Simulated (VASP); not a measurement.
A run of VASP 6.6.1 is set up as follows.

File INCAR:

```
SYSTEM = SnO2
PREC = Accurate ; ENCUT = 520
EDIFF = 1E-6 ; ISMEAR = 0
SIGMA = 0.05 ; LREAL = .False.
LASPH = .True. ; NELM = 100
ALGO = Normal ; ISIF = 2
LWAVE = .False. ; LCHARG = .False.
GGA = PE ; NBANDS = 35
```

The input KPOINTS:

```
regular mesh
0
Gamma
  6 6 8
  0 0 0
```

POSCAR

```
SnO2
1.0
    4.8277049966      0.0000000000      0.0000000000
    0.0000000000      4.8277049966      0.0000000000
    0.0000000000      0.0000000000      3.2379909407
Sn O
2 4
Direct
    0.0000000000      0.0000000000      0.0000000000
    0.5000000000      0.5000000000      0.5000000000
    0.3157593689      0.3157593689      0.0000000000
    0.2025491955      0.8157593689      0.5000000000
    0.7025491955      0.7025491955      0.0000000000
    0.8157593689      0.2025491955      0.5000000000
```

Potentials or basis: VASP PAW PBE potentials, release 64 (Sn_d, O).

The run is started by

```console
$ cat potpaw_PBE.64/Sn_d/POTCAR potpaw_PBE.64/O/POTCAR > POTCAR
$ mpirun -np 1 vasp_std > vasp.out
```

(1) Predict the pressure.

(2) What does it give for the largest force?

## Answers

(1) 1.0 GPa.

(2) 0.883 eV/Å.

Caveat: the cell differs from its parent crystal (all O atoms moved +0.062 Å, as atom 3 towards its neighbour atom 5 (O) at 2.641 Å).
